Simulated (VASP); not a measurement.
# CdTe (F-43m) in VASP: notebook

CdTe is run at these levels: PBE; tasks: single point, relaxation of cell and atoms.

Program: VASP 6.6.1. These are calculated values, not measurements. Logs are shortened: lines on timing, memory, paths and dates and some standing lists are left out, and cuts for length are marked.

## 1. The cell of the first run

The structure is cubic, space group F-43m (No. 216). Conventional cell: a = 6.619 Å, b = 6.619 Å, c = 6.619 Å, α = 90.00°, β = 90.00°, γ = 90.00°. Cd (site symmetry -43m) has 4 Te at 2.87 Å within 3.8 Å. Within 3.8 Å of Te (site symmetry -43m) lie 4 Cd at 2.87 Å.

## 2. Single point, PBE

File INCAR:

```
PREC = Accurate
ENCUT = 520
EDIFF = 1E-6
ISMEAR = 0
SIGMA = 0.02
LREAL = False
LASPH = True
NELM = 100
ALGO = Normal
ISIF = 2
LWAVE = False
LCHARG = False
GGA = PE
NBANDS = 16
```

File KPOINTS:

```
regular mesh
0
Gamma
  10 10 10
```

File POSCAR:

```
CdTe
1.0
    0.0000000000      3.3096311708      3.3096311708
    3.3096311708      0.0000000000      3.3096311708
    3.3096311708      3.3096311708      0.0000000000
Cd Te
1 1
Direct
    0.0000000000      0.0000000000      0.0000000000
    0.7500000000      0.7500000000      0.7500000000
```

Potentials or basis: VASP PAW PBE potentials, release 64 (Cd, Te).

Run with:

```bash
$ cat potpaw_PBE.64/Cd/POTCAR potpaw_PBE.64/Te/POTCAR > POTCAR
$ mpirun -np 1 vasp_std > vasp.out
```

OUTCAR:

```text
PREC = Accurate
   ENCUT = 520
   EDIFF = 1E-6
   ISMEAR = 0
   LREAL = False
   LASPH = True
   NELM = 100
   ISIF = 2
   GGA = PE

 ion  position               nearest neighbor table
   1  0.000  0.000  0.000-   2 2.87   2 2.87   2 2.87   2 2.87
   2  0.750  0.750  0.750-   1 2.87   1 2.87   1 2.87   1 2.87

  LATTYP: Found a face centered cubic cell.
 ALAT       =     6.6192623416

  Lattice vectors:

 A1 = (   0.0000000000,   3.3096311708,   3.3096311708)
 A2 = (   3.3096311708,   0.0000000000,   3.3096311708)
 A3 = (   3.3096311708,   3.3096311708,   0.0000000000)

Analysis of symmetry for initial positions (statically):
=====================================================================
 Subroutine PRICEL returns:
 Original cell was already a primitive cell.

 Routine SETGRP: Setting up the symmetry group for a
 face centered cubic supercell.

 Subroutine GETGRP returns: Found 24 space group operations
 (whereof 24 operations were pure point group operations)
 out of a pool of 48 trial point group operations.

The static configuration has the point symmetry T_d .

Analysis of symmetry for dynamics (positions and initial velocities):
=====================================================================
 Subroutine PRICEL returns:
 Original cell was already a primitive cell.

 Routine SETGRP: Setting up the symmetry group for a
 face centered cubic supercell.

 Subroutine GETGRP returns: Found 24 space group operations
 (whereof 24 operations were pure point group operations)
 out of a pool of 48 trial point group operations.

The dynamic configuration has the point symmetry T_d .

 Subroutine INISYM returns: Found 24 space group operations
 (whereof 24 operations are pure point group operations),
 and found     1 'primitive' translations

----------------------------------------------------------------------------------------

                                     Primitive cell

  volume of cell :      72.5051

  direct lattice vectors                    reciprocal lattice vectors
     0.000000000  3.309631171  3.309631171    -0.151074236  0.151074236  0.151074236
     3.309631171  0.000000000  3.309631171     0.151074236 -0.151074236  0.151074236
     3.309631171  3.309631171  0.000000000     0.151074236  0.151074236 -0.151074236

  length of vectors
     4.680525288  4.680525288  4.680525288     0.261668252  0.261668252  0.261668252

  position of ions in fractional coordinates (direct lattice)
     0.000000000  0.000000000  0.000000000
     0.750000000  0.750000000  0.750000000

  ion indices of the primitive-cell ions
   primitive index   ion index
                 1           1
                 2           2

----------------------------------------------------------------------------------------

 KPOINTS: regular mesh

Automatic generation of k-mesh.
 Grid dimensions read from file:
 generate k-points for:   10   10   10

 Generating k-lattice:

  Cartesian coordinates                     Fractional coordinates (reciprocal lattice)
    -0.015107424  0.015107424  0.015107424     0.100000000  0.000000000  0.000000000
     0.015107424 -0.015107424  0.015107424     0.000000000  0.100000000  0.000000000
     0.015107424  0.015107424 -0.015107424     0.000000000  0.000000000  0.100000000

  Length of vectors
     0.026166825  0.026166825  0.026166825

  Shift w.r.t. Gamma in fractional coordinates (k-lattice)
     0.000000000  0.000000000  0.000000000

 Subroutine IBZKPT returns following result:
 ===========================================

 Found     47 irreducible k-points:

 Following reciprocal coordinates:
            Coordinates               Weight
  0.000000  0.000000  0.000000      1.000000
  0.100000  0.000000  0.000000      8.000000
  0.200000  0.000000  0.000000      8.000000
  0.300000  0.000000  0.000000      8.000000
  0.400000  0.000000  0.000000      8.000000
  0.500000  0.000000  0.000000      4.000000
[... 16 lines left out ...]
  0.300000  0.300000  0.000000      6.000000
  0.400000  0.300000  0.000000     24.000000
 [... further k-points ...]
   k-points           NKPTS =     47   k-points in BZ     NKDIM =     47   number of bands    NBANDS=     16
   number of dos      NEDOS =    301   number of ions     NIONS =      2
   total plane-waves  NPLWV =  46656
   dimension x,y,z NGX =    36 NGY =   36 NGZ =   36
   dimension x,y,z NGXF=    72 NGYF=   72 NGZF=   72
   ions per type =               1   1
   NGX,Y,Z   is equivalent  to a cutoff of  12.79, 12.79, 12.79 a.u.
   NGXF,Y,Z  is equivalent  to a cutoff of  25.57, 25.57, 25.57 a.u.
 SYSTEM =  unknown system
   PREC   = accura    normal or accurate (medium, high low for compatibility)
   ISTART =      0    job   : 0-new  1-cont  2-samecut
   ICHARG =      2    charge: 1-file 2-atom 10-const
   ISPIN  =      1    spin polarized calculation?
   LNONCOLLINEAR =      F non collinear calculations
   LSORBIT =      F    spin-orbit coupling
   LASPH  =      T    aspherical Exc in radial PAW
   ENCUT  =  520.0 eV  38.22 Ry    6.18 a.u.   8.70  8.70  8.70*2*pi/ulx,y,z
   NELM   =    100;   NELMIN=  2; NELMDL= -5     # of ELM steps
   EDIFF  = 0.1E-05   stopping-criterion for ELM
   LREAL  =      F    real-space projection
   EDIFFG = 0.1E-04   stopping-criterion for IOM
   NSW    =      0    number of steps for IOM
   IBRION =     -1    ionic relax: 0-MD 1-quasi-New 2-CG
   NFREE  =      0    steps in history (QN), initial steepest desc. (CG)
   ISIF   =      2    stress and relaxation
   ISYM   =      2    0-nonsym 1-usesym 2-fastsym
   POTIM  = 0.5000    time-step for ionic-motion
   TEBEG  =    0.0;   TEEND  =   0.0 temperature during run
   PSTRESS=    0.0 pullay stress
   NELECT =      18.0000    total number of electrons
   NUPDOWN=      -1.0000    fix difference up-down
   EMIN   =  10.00;   EMAX   =-10.00  energy-range for DOS
   EFERMI =   0.00;   METHOD = LEGACY
   ISMEAR =     0;   SIGMA  =   0.02  broadening in eV -4-tet -1-fermi 0-gaus
   EFERMI_NEDOS =   21; number of points for ismear=-14 and -15
   IALGO  =     38    algorithm
   IMIX   =      4    mixing-type and parameters
     AMIX     =   0.40;   BMIX     =  1.00
     AMIX_MAG =   1.60;   BMIX_MAG =  1.00
  volume/ion in A,a.u.               =      36.25       244.64
  Fermi-wavevector in a.u.,A,eV,Ry     =   1.028907  1.944352 14.403799  1.058649
  Thomas-Fermi vector in A             =   2.162927
   LORBIT       =      0    0 simple, 1 ext, 2 COOP (PROOUT), +10 PAW based schemes
   GGA     = PE    functional components
   LHFCALC =     F    Hartree Fock is set to
   AEXX    =    0.0000 exact exchange contribution
   IVDW    =     0    specifies the selected vdW correction
   LEPSILON=     F    determine dielectric tensor
   LRPA    =     F    only Hartree local field effects (RPA)
 non-spin polarized calculation
 Gauss-broadening in eV      SIGMA  =   0.02
  energy-cutoff  :      520.00
  volume of cell :       72.51
 maximum number of plane-waves:      1980
   NGX = 17   NGY = 17   NGZ = 17

 number of electron      18.0000006 magnetization

 Free energy of the ion-electron system (eV)
  ---------------------------------------------------
  ext. energy  EPLUGINS =         0.00000000
  ---------------------------------------------------
  free energy    TOTEN  =        -4.81281110 eV

  energy without entropy =       -4.81281110  energy(sigma->0) =       -4.81281110

 E-fermi :   1.9015     XC(G=0):  -8.3074

 val. band max:        1.7923710766   @ k =   0.0000   0.0000   0.0000
 cond. band min:       2.3742061739   @ k =   0.0000   0.0000   0.0000
 fundamental gap:      0.5818350973
 Fermi energy:         1.9015099784

 k-point     1 :       0.0000    0.0000    0.0000
  band No.  band energies     occupation
      1      -9.0393      2.00000
      2      -6.2946      2.00000
      3      -6.2946      2.00000
      4      -6.2946      2.00000
      5      -6.0781      2.00000
      6      -6.0781      2.00000
[... 8 lines left out ...]
     15      11.0386      0.00000
     16      11.0386      0.00000

 k-point     2 :       0.1000    0.0000    0.0000
  band No.  band energies     occupation
      1      -9.0066      2.00000
      2      -6.2886      2.00000
      3      -6.2886      2.00000
      4      -6.2677      2.00000
      5      -6.0785      2.00000
      6      -6.0785      2.00000
[... 8 lines left out ...]
     15      10.5307      0.00000
     16      10.5307      0.00000

 k-point     3 :       0.2000    0.0000    0.0000
  band No.  band energies     occupation
      1      -8.9209      2.00000
      2      -6.2736      2.00000
      3      -6.2736      2.00000
      4      -6.1819      2.00000
      5      -6.0788      2.00000
      6      -6.0788      2.00000
[... 8 lines left out ...]
     15      10.1677      0.00000
     16      10.1990      0.00000

 k-point     4 :       0.3000    0.0000    0.0000
  band No.  band energies     occupation
      1      -8.8155      2.00000
      2      -6.2570      2.00000
      3      -6.2570      2.00000
      4      -6.0768      2.00000
      5      -6.0768      2.00000
      6      -6.0338      2.00000
[... 8 lines left out ...]
     15      10.3890      0.00000
     16      10.3890      0.00000
[... 324 lines left out ...]
 k-point    22 :      -0.2000    0.2000    0.0000
  band No.  band energies     occupation
      1      -8.7802      2.00000
      2      -6.2491      2.00000
      3      -6.2386      2.00000
      4      -6.0860      2.00000
      5      -6.0850      2.00000
      6      -5.9808      2.00000
[... 8 lines left out ...]
     15      11.2020      0.00000
     16      11.8645      0.00000

 k-point    23 :       0.3000    0.3000    0.0000
  band No.  band energies     occupation
      1      -8.7441      2.00000
      2      -6.2098      2.00000
      3      -6.2098      2.00000
      4      -6.1434      2.00000
      5      -6.0613      2.00000
      6      -5.9654      2.00000
[... 8 lines left out ...]
     15      11.7811      0.00000
     16      13.0179      0.00000

 k-point    24 :       0.4000    0.3000    0.0000
  band No.  band energies     occupation
      1      -8.6794      2.00000
      2      -6.1993      2.00000
      3      -6.1931      2.00000
      4      -6.1370      2.00000
      5      -6.0590      2.00000
      6      -5.8425      2.00000
[... 8 lines left out ...]
     15      12.1600      0.00000
     16      13.2112      0.00000

 [... further k-points ...]

------------------------ aborting loop because EDIFF is reached ----------------------------------------

  FORCE on cell =-STRESS in cart. coord.  units (eV):
  Direction    XX          YY          ZZ          XY          YZ          ZX
  --------------------------------------------------------------------------------------
  -------------------------------------------------------------------------------------
  Total        0.0440984      0.0440984      0.0440984      0.0000000      0.0000000      0.0000000
  in kB        0.9744616      0.9744616      0.9744616      0.0000000      0.0000000      0.0000000
  external PRESSURE =       0.9744616 kB  Pullay stress =       0.0000000 kB

 VOLUME and BASIS-vectors are now :
 -----------------------------------------------------------------------------
  energy-cutoff  :      520.00
  volume of cell :       72.51
      direct lattice vectors                 reciprocal lattice vectors
     0.000000000  3.309631171  3.309631171    -0.151074236  0.151074236  0.151074236
     3.309631171  0.000000000  3.309631171     0.151074236 -0.151074236  0.151074236
     3.309631171  3.309631171  0.000000000     0.151074236  0.151074236 -0.151074236

 POSITION                                       TOTAL-FORCE (eV/Angst)
 -----------------------------------------------------------------------------------
      0.00000      0.00000      0.00000         0.000000      0.000000      0.000000
      4.96445      4.96445      4.96445        -0.000000     -0.000000     -0.000000
 -----------------------------------------------------------------------------------
    total drift:                                0.000000      0.000000      0.000001

  FREE ENERGIE OF THE ION-ELECTRON SYSTEM (eV)
  ---------------------------------------------------
  free  energy   TOTEN  =        -4.8128110989 eV

  energy  without entropy=       -4.8128110989  energy(sigma->0) =       -4.81281110
```

Wall time 31 s (1 thread of Intel Xeon Platinum 8375C at 2.90GHz (Ice Lake), shared host); peak memory 0.23 GiB.

Results:

- Free energy: -4.8128 eV
- Pressure: 0.1 GPa
- Band gap on the k mesh: 0.58 eV, direct

Caveat: spin-orbit coupling is left out, which moves the levels of the heavy elements.

## 3. Single point, PBE

File INCAR:

```
SYSTEM = CdTe
PREC = Accurate ; ENCUT = 520
EDIFF = 1E-6 ; ISMEAR = 0
SIGMA = 0.02 ; LREAL = .FALSE.
LASPH = .TRUE. ; NELM = 80
ALGO = Normal ; ISIF = 2
LWAVE = .FALSE. ; LCHARG = .FALSE.
GGA = PE ; NBANDS = 16
```

File KPOINTS:

```
regular mesh
0
G
  10 10 10
  0 0 0
```

POSCAR is that of step 2.

Potentials or basis: VASP PAW PBE potentials, release 64 (Cd, Te).

Run with:

```bash
$ cat potpaw_PBE.64/Cd/POTCAR potpaw_PBE.64/Te/POTCAR > POTCAR
$ mpirun -np 1 vasp_std > vasp.out
```

OUTCAR:

```text
SYSTEM = CdTe
   PREC = Accurate
   ENCUT = 520
   EDIFF = 1E-6
   ISMEAR = 0
   LREAL = .FALSE.
   LASPH = .TRUE.
   NELM = 80
   ISIF = 2
   GGA = PE

 ion  position               nearest neighbor table
   1  0.000  0.000  0.000-   2 2.87   2 2.87   2 2.87   2 2.87
   2  0.750  0.750  0.750-   1 2.87   1 2.87   1 2.87   1 2.87

  LATTYP: Found a face centered cubic cell.
 ALAT       =     6.6192623416

  Lattice vectors:

 A1 = (   0.0000000000,   3.3096311708,   3.3096311708)
[... 641 lines left out ...]

------------------------ aborting loop because EDIFF is reached ----------------------------------------

  FORCE on cell =-STRESS in cart. coord.  units (eV):
  Direction    XX          YY          ZZ          XY          YZ          ZX
  --------------------------------------------------------------------------------------
  -------------------------------------------------------------------------------------
  Total        0.0440984      0.0440984      0.0440984      0.0000000      0.0000000      0.0000000
  in kB        0.9744616      0.9744616      0.9744616      0.0000000      0.0000000      0.0000000
  external PRESSURE =       0.9744616 kB  Pullay stress =       0.0000000 kB

 VOLUME and BASIS-vectors are now :
 -----------------------------------------------------------------------------
  energy-cutoff  :      520.00
  volume of cell :       72.51
      direct lattice vectors                 reciprocal lattice vectors
     0.000000000  3.309631171  3.309631171    -0.151074236  0.151074236  0.151074236
     3.309631171  0.000000000  3.309631171     0.151074236 -0.151074236  0.151074236
     3.309631171  3.309631171  0.000000000     0.151074236  0.151074236 -0.151074236

 POSITION                                       TOTAL-FORCE (eV/Angst)
 -----------------------------------------------------------------------------------
      0.00000      0.00000      0.00000         0.000000      0.000000      0.000000
      4.96445      4.96445      4.96445        -0.000000     -0.000000     -0.000000
 -----------------------------------------------------------------------------------
    total drift:                                0.000000      0.000000      0.000001

  FREE ENERGIE OF THE ION-ELECTRON SYSTEM (eV)
  ---------------------------------------------------
  free  energy   TOTEN  =        -4.8128110989 eV

  energy  without entropy=       -4.8128110989  energy(sigma->0) =       -4.81281110
```

OSZICAR:

```text
N       E                     dE             d eps       ncg     rms          rms(c)
DAV:   1     0.992196179004E+02    0.99220E+02   -0.81164E+03  1504   0.961E+02
DAV:   2    -0.139505390937E+01   -0.10061E+03   -0.95664E+02  1792   0.234E+02
DAV:   3    -0.501233439371E+01   -0.36173E+01   -0.36114E+01  1800   0.462E+01
DAV:   4    -0.504705945843E+01   -0.34725E-01   -0.34724E-01  2312   0.399E+00
DAV:   5    -0.504713987175E+01   -0.80413E-04   -0.80413E-04  1944   0.183E-01    0.493E+00
DAV:   6    -0.482626784947E+01    0.22087E+00   -0.37728E-01  1800   0.697E+00    0.414E+00
DAV:   7    -0.481140986723E+01    0.14858E-01   -0.10112E-01  1760   0.202E+00    0.163E+00
DAV:   8    -0.481236622833E+01   -0.95636E-03   -0.97212E-03  1696   0.110E+00    0.438E-01
DAV:   9    -0.481271487441E+01   -0.34865E-03   -0.97331E-04  1848   0.310E-01    0.939E-02
DAV:  10    -0.481276966325E+01   -0.54789E-04   -0.10668E-04  1872   0.100E-01    0.545E-02
DAV:  11    -0.481281198713E+01   -0.42324E-04   -0.81234E-05  1824   0.529E-02    0.367E-02
DAV:  12    -0.481281109891E+01    0.88822E-06   -0.31181E-06  1792   0.127E-02
   1 F= -.48128111E+01 E0= -.48128111E+01  d E =-.395385E-17
```

It took 31 s on 1 thread of Intel Xeon Platinum 8375C at 2.90GHz (Ice Lake), shared host; peak memory 0.23 GiB.

Results:

| Quantity | Value |
| --- | --- |
| Free energy | -4.8128 eV |
| Pressure | 0.1 GPa |
| Band gap on the k mesh | 0.58 eV, direct |

Caveat: spin-orbit coupling is left out, which moves the levels of the heavy elements.

(Continued in part 2 of 2.)
